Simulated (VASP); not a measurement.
# GaP (F-43m) in VASP: notebook

GaP is run at these levels: LDA; tasks: single point.

Program: VASP 6.6.1. These are calculated values, not measurements. Logs are shortened: lines on timing, memory, paths and dates and some standing lists are left out, and cuts for length are marked.

**Experimental background.**

From “Stacking defects in GaP nanowires: Electronic structure and optical properties”, 2018, arxiv:1810.01194, for a bulk crystal of GaP at 10 K: band gap 2.34 eV (indirect).

The runs below are set against these values where they give the same quantity.

## 1. The cell of the first run

The structure is cubic, space group F-43m (No. 216). The conventional cell has a = 5.301 Å, b = 5.301 Å, c = 5.301 Å, α = 90.00°, β = 90.00°, γ = 90.00°. Ga (site symmetry -43m) has 4 P at 2.30 Å within 3.0 Å. P (site symmetry -43m) has 4 Ga at 2.30 Å within 3.0 Å.

## 2. Single point, LDA

Input file INCAR:

```
  PREC = Accurate
  ENCUT = 520
  EDIFF = 1E-6
  ISMEAR = -1
  SIGMA = 0.05
  LREAL = False
  LASPH = True
  NELM = 100
  ALGO = Normal
  ISIF = 2
  LWAVE = False
  LCHARG = False
  GGA = CA
  NBANDS = 16
```

Input file KPOINTS:

```
regular mesh
0
Gamma
  6 6 6
```

Input file POSCAR:

```
GaP
1.0
    0.0000000000      2.6505476987      2.6505476987
    2.6505476987      0.0000000000      2.6505476987
    2.6505476987      2.6505476987      0.0000000000
Ga P
1 1
Direct
    0.0000000000      0.0000000000      0.0000000000
    0.2500000000      0.2500000000      0.2500000000
```

Potentials or basis: VASP PAW LDA potentials, release 64 (Ga_d, P).

Started as:

```
cat potpaw_LDA.64/Ga_d/POTCAR potpaw_LDA.64/P/POTCAR > POTCAR
mpirun -np 1 vasp_std > vasp.out
```

OUTCAR:

```text
PREC = Accurate
   ENCUT = 520
   EDIFF = 1E-6
   ISMEAR = -1
   LREAL = False
   LASPH = True
   NELM = 100
   ISIF = 2
   GGA = CA

 ion  position               nearest neighbor table
   1  0.000  0.000  0.000-   2 2.30   2 2.30   2 2.30   2 2.30
   2  0.250  0.250  0.250-   1 2.30   1 2.30   1 2.30   1 2.30

  LATTYP: Found a face centered cubic cell.
 ALAT       =     5.3010953974

  Lattice vectors:

 A1 = (   0.0000000000,   2.6505476987,   2.6505476987)
 A2 = (   2.6505476987,   0.0000000000,   2.6505476987)
 A3 = (   2.6505476987,   2.6505476987,   0.0000000000)

Analysis of symmetry for initial positions (statically):
=====================================================================
 Subroutine PRICEL returns:
 Original cell was already a primitive cell.

 Routine SETGRP: Setting up the symmetry group for a
 face centered cubic supercell.

 Subroutine GETGRP returns: Found 24 space group operations
 (whereof 24 operations were pure point group operations)
 out of a pool of 48 trial point group operations.

The static configuration has the point symmetry T_d .

Analysis of symmetry for dynamics (positions and initial velocities):
=====================================================================
 Subroutine PRICEL returns:
 Original cell was already a primitive cell.

 Routine SETGRP: Setting up the symmetry group for a
 face centered cubic supercell.

 Subroutine GETGRP returns: Found 24 space group operations
 (whereof 24 operations were pure point group operations)
 out of a pool of 48 trial point group operations.

The dynamic configuration has the point symmetry T_d .

 Subroutine INISYM returns: Found 24 space group operations
 (whereof 24 operations are pure point group operations),
 and found     1 'primitive' translations

----------------------------------------------------------------------------------------

                                     Primitive cell

  volume of cell :      37.2423

  direct lattice vectors                    reciprocal lattice vectors
     0.000000000  2.650547699  2.650547699    -0.188640257  0.188640257  0.188640257
     2.650547699  0.000000000  2.650547699     0.188640257 -0.188640257  0.188640257
     2.650547699  2.650547699  0.000000000     0.188640257  0.188640257 -0.188640257

  length of vectors
     3.748440503  3.748440503  3.748440503     0.326734510  0.326734510  0.326734510

  position of ions in fractional coordinates (direct lattice)
     0.000000000  0.000000000  0.000000000
     0.250000000  0.250000000  0.250000000

  ion indices of the primitive-cell ions
   primitive index   ion index
                 1           1
                 2           2

----------------------------------------------------------------------------------------

 KPOINTS: regular mesh

Automatic generation of k-mesh.
 Grid dimensions read from file:
 generate k-points for:    6    6    6

 Generating k-lattice:

  Cartesian coordinates                     Fractional coordinates (reciprocal lattice)
    -0.031440043  0.031440043  0.031440043     0.166666667  0.000000000  0.000000000
     0.031440043 -0.031440043  0.031440043     0.000000000  0.166666667  0.000000000
     0.031440043  0.031440043 -0.031440043     0.000000000  0.000000000  0.166666667

  Length of vectors
     0.054455752  0.054455752  0.054455752

  Shift w.r.t. Gamma in fractional coordinates (k-lattice)
     0.000000000  0.000000000  0.000000000

 Subroutine IBZKPT returns following result:
 ===========================================

 Found     16 irreducible k-points:

 Following reciprocal coordinates:
            Coordinates               Weight
  0.000000  0.000000  0.000000      1.000000
  0.166667  0.000000  0.000000      8.000000
  0.333333  0.000000  0.000000      8.000000
  0.500000  0.000000  0.000000      4.000000
  0.166667  0.166667  0.000000      6.000000
  0.333333  0.166667  0.000000     24.000000
[... 8 lines left out ...]
 -0.333333  0.333333  0.166667     24.000000
 -0.333333  0.500000  0.166667     12.000000
   k-points           NKPTS =     16   k-points in BZ     NKDIM =     16   number of bands    NBANDS=     16
   number of dos      NEDOS =    301   number of ions     NIONS =      2
   total plane-waves  NPLWV =  21952
   dimension x,y,z NGX =    28 NGY =   28 NGZ =   28
   dimension x,y,z NGXF=    56 NGYF=   56 NGZF=   56
   ions per type =               1   1
   NGX,Y,Z   is equivalent  to a cutoff of  12.42, 12.42, 12.42 a.u.
   NGXF,Y,Z  is equivalent  to a cutoff of  24.84, 24.84, 24.84 a.u.
 SYSTEM =  unknown system
   PREC   = accura    normal or accurate (medium, high low for compatibility)
   ISTART =      0    job   : 0-new  1-cont  2-samecut
   ICHARG =      2    charge: 1-file 2-atom 10-const
   ISPIN  =      1    spin polarized calculation?
   LNONCOLLINEAR =      F non collinear calculations
   LSORBIT =      F    spin-orbit coupling
   LASPH  =      T    aspherical Exc in radial PAW
   ENCUT  =  520.0 eV  38.22 Ry    6.18 a.u.   6.97  6.97  6.97*2*pi/ulx,y,z
   NELM   =    100;   NELMIN=  2; NELMDL= -5     # of ELM steps
   EDIFF  = 0.1E-05   stopping-criterion for ELM
   LREAL  =      F    real-space projection
   EDIFFG = 0.1E-04   stopping-criterion for IOM
   NSW    =      0    number of steps for IOM
   IBRION =     -1    ionic relax: 0-MD 1-quasi-New 2-CG
   NFREE  =      0    steps in history (QN), initial steepest desc. (CG)
   ISIF   =      2    stress and relaxation
   ISYM   =      2    0-nonsym 1-usesym 2-fastsym
   POTIM  = 0.5000    time-step for ionic-motion
   TEBEG  =    0.0;   TEEND  =   0.0 temperature during run
   PSTRESS=    0.0 pullay stress
   NELECT =      18.0000    total number of electrons
   NUPDOWN=      -1.0000    fix difference up-down
   EMIN   =  10.00;   EMAX   =-10.00  energy-range for DOS
   EFERMI =   0.00;   METHOD = LEGACY
   ISMEAR =    -1;   SIGMA  =   0.05  broadening in eV -4-tet -1-fermi 0-gaus
   EFERMI_NEDOS =   21; number of points for ismear=-14 and -15
   IALGO  =     38    algorithm
   IMIX   =      4    mixing-type and parameters
     AMIX     =   0.40;   BMIX     =  1.00
     AMIX_MAG =   1.60;   BMIX_MAG =  1.00
  volume/ion in A,a.u.               =      18.62       125.66
  Fermi-wavevector in a.u.,A,eV,Ry     =   1.284754  2.427833 22.457686  1.650593
  Thomas-Fermi vector in A             =   2.416929
   LORBIT       =      0    0 simple, 1 ext, 2 COOP (PROOUT), +10 PAW based schemes
   GGA     = CA    functional components
   LHFCALC =     F    Hartree Fock is set to
   AEXX    =    0.0000 exact exchange contribution
   IVDW    =     0    specifies the selected vdW correction
   LEPSILON=     F    determine dielectric tensor
   LRPA    =     F    only Hartree local field effects (RPA)
 non-spin polarized calculation
  energy-cutoff  :      520.00
  volume of cell :       37.24
 maximum number of plane-waves:      1018
   NGX = 13   NGY = 13   NGZ = 13

 number of electron      17.9999987 magnetization

 Free energy of the ion-electron system (eV)
  ---------------------------------------------------
  ext. energy  EPLUGINS =         0.00000000
  ---------------------------------------------------
  free energy    TOTEN  =       -10.40360259 eV

  energy without entropy =      -10.40360251  energy(sigma->0) =      -10.40360255

 E-fermi :   6.0661     XC(G=0): -10.5389

 val. band max:        5.4113738516   @ k =   0.0000   0.0000   0.0000
 cond. band min:       6.7245225865   @ k =   0.5000   0.5000   0.0000
 fundamental gap:      1.3131487348
 Fermi energy:         6.0660766086

 k-point     1 :       0.0000    0.0000    0.0000
  band No.  band energies     occupation
      1      -9.4731      2.00000
      2      -9.4731      2.00000
      3      -9.4731      2.00000
      4      -9.3474      2.00000
      5      -9.3474      2.00000
      6      -7.7590      2.00000
[... 8 lines left out ...]
     15      15.3200      0.00000
     16      15.3200      0.00000

 k-point     2 :       0.1667    0.0000    0.0000
  band No.  band energies     occupation
      1      -9.5041      2.00000
      2      -9.4630      2.00000
      3      -9.4630      2.00000
      4      -9.3474      2.00000
      5      -9.3474      2.00000
      6      -7.3617      2.00000
[... 8 lines left out ...]
     15      14.3894      0.00000
     16      15.5573      0.00000

 k-point     3 :       0.3333    0.0000    0.0000
  band No.  band energies     occupation
      1      -9.5556      2.00000
      2      -9.4470      2.00000
      3      -9.4470      2.00000
      4      -9.3428      2.00000
      5      -9.3428      2.00000
      6      -6.2937      2.00000
[... 8 lines left out ...]
     15      15.1481      0.00000
     16      15.1704      0.00000

 k-point     4 :       0.5000    0.0000    0.0000
  band No.  band energies     occupation
      1      -9.5783      2.00000
      2      -9.4416      2.00000
      3      -9.4416      2.00000
      4      -9.3378      2.00000
      5      -9.3378      2.00000
      6      -5.3870      2.00000
[... 8 lines left out ...]
     15      17.3411      0.00000
     16      17.3411      0.00000
[... 172 lines left out ...]
 k-point    14 :       0.5000    0.3333    0.1667
  band No.  band energies     occupation
      1      -9.5814      2.00000
      2      -9.4295      2.00000
      3      -9.4147      2.00000
      4      -9.3674      2.00000
      5      -9.3334      2.00000
      6      -5.4153      2.00000
[... 8 lines left out ...]
     15      17.6137      0.00000
     16      19.1300      0.00000

 k-point    15 :      -0.3333    0.3333    0.1667
  band No.  band energies     occupation
      1      -9.5881      2.00000
      2      -9.4297      2.00000
      3      -9.4062      2.00000
      4      -9.3627      2.00000
      5      -9.3377      2.00000
      6      -4.6237      2.00000
[... 8 lines left out ...]
     15      18.2865      0.00000
     16      18.5941      0.00000

 k-point    16 :      -0.3333    0.5000    0.1667
  band No.  band energies     occupation
      1      -9.6009      2.00000
      2      -9.4145      2.00000
      3      -9.3973      2.00000
      4      -9.3750      2.00000
      5      -9.3305      2.00000
      6      -4.2549      2.00000
[... 8 lines left out ...]
     15      17.6497      0.00000
     16      19.5140      0.00000

------------------------ aborting loop because EDIFF is reached ----------------------------------------

  FORCE on cell =-STRESS in cart. coord.  units (eV):
  Direction    XX          YY          ZZ          XY          YZ          ZX
  --------------------------------------------------------------------------------------
  -------------------------------------------------------------------------------------
  Total        1.2188982      1.2188982      1.2188982      0.0000000      0.0000000      0.0000000
  in kB       52.4373988     52.4373988     52.4373988      0.0000000      0.0000000      0.0000000
  external PRESSURE =      52.4373988 kB  Pullay stress =       0.0000000 kB

 VOLUME and BASIS-vectors are now :
 -----------------------------------------------------------------------------
  energy-cutoff  :      520.00
  volume of cell :       37.24
      direct lattice vectors                 reciprocal lattice vectors
     0.000000000  2.650547699  2.650547699    -0.188640257  0.188640257  0.188640257
     2.650547699  0.000000000  2.650547699     0.188640257 -0.188640257  0.188640257
     2.650547699  2.650547699  0.000000000     0.188640257  0.188640257 -0.188640257

 POSITION                                       TOTAL-FORCE (eV/Angst)
 -----------------------------------------------------------------------------------
      0.00000      0.00000      0.00000        -0.000000     -0.000000     -0.000000
      1.32527      1.32527      1.32527         0.000000      0.000000      0.000000
 -----------------------------------------------------------------------------------
    total drift:                                0.000001      0.000001      0.000001

  FREE ENERGIE OF THE ION-ELECTRON SYSTEM (eV)
  ---------------------------------------------------
  free  energy   TOTEN  =       -10.4036025901 eV

  energy  without entropy=      -10.4036025086  energy(sigma->0) =      -10.40360255
```

Run time: 5.3 s. Hardware: 1 thread of Intel Xeon Platinum 8488C (Sapphire Rapids), shared host; peak memory 0.13 GiB.

What came out:

```yaml
Free_energy: -10.4036 eV
Pressure: 5.2 GPa
Band_gap_on_the_k_mesh: 1.31 eV, indirect (least direct gap 2.34 eV)
```

A k mesh can miss the band edges. As with any semilocal functional, this LDA gap is likely too small.

## 3. Single point, LDA

This run uses another cell than the first one, of 19.16 Å³/atom, 1.029 times its volume.

Input file INCAR:

```
  PREC = Accurate
  ENCUT = 520
  EDIFF = 1E-7
  ISMEAR = -1
  SIGMA = 0.05
  LREAL = F
  LASPH = T
  NELM = 60
  ALGO = Normal
  ISIF = 2
  LWAVE = F
  LCHARG = F
  GGA = CA
  NBANDS = 16
```

KPOINTS is that of step 2.

Input file POSCAR:

```
GaP
1.0
    0.0000000000      2.6759133327      2.6759133327
    2.6759133327      0.0000000000      2.6759133327
    2.6759133327      2.6759133327      0.0000000000
Ga P
1 1
Direct
    0.0000000000      0.0000000000      0.0000000000
    0.2500000000      0.2500000000      0.2500000000
```

Potentials or basis: VASP PAW LDA potentials, release 64 (Ga_d, P).

Started as:

```
cat potpaw_LDA.64/Ga_d/POTCAR potpaw_LDA.64/P/POTCAR > POTCAR
mpirun -np 1 vasp_std > vasp.out
```

Wall time 5.9 s (1 thread of Intel Xeon Platinum 8488C (Sapphire Rapids), shared host); peak memory 0.14 GiB.

Results (log left out):

```
Free energy            : -10.4288 eV
Pressure               : 2.3 GPa
Band gap on the k mesh : 1.38 eV, indirect (least direct gap 2.09 eV)
```

Levels at points of the mesh, in eV from the valence-band top:
```
           k point  band 6  band 7  band 8  band 9  band 10  band 11  band 12  band 13
(0.00, 0.00, 0.00)  -12.94    0.00    0.00    0.00     2.09     3.77     3.77     3.77
(0.50, 0.00, 0.00)  -10.67   -7.04   -1.21   -1.21     1.68     4.61     4.61     8.14
(0.50, 0.50, 0.00)   -9.67   -7.11   -2.91   -2.91     1.38     1.62    10.87    10.87
```

(Part 1 of 2 ends here.)
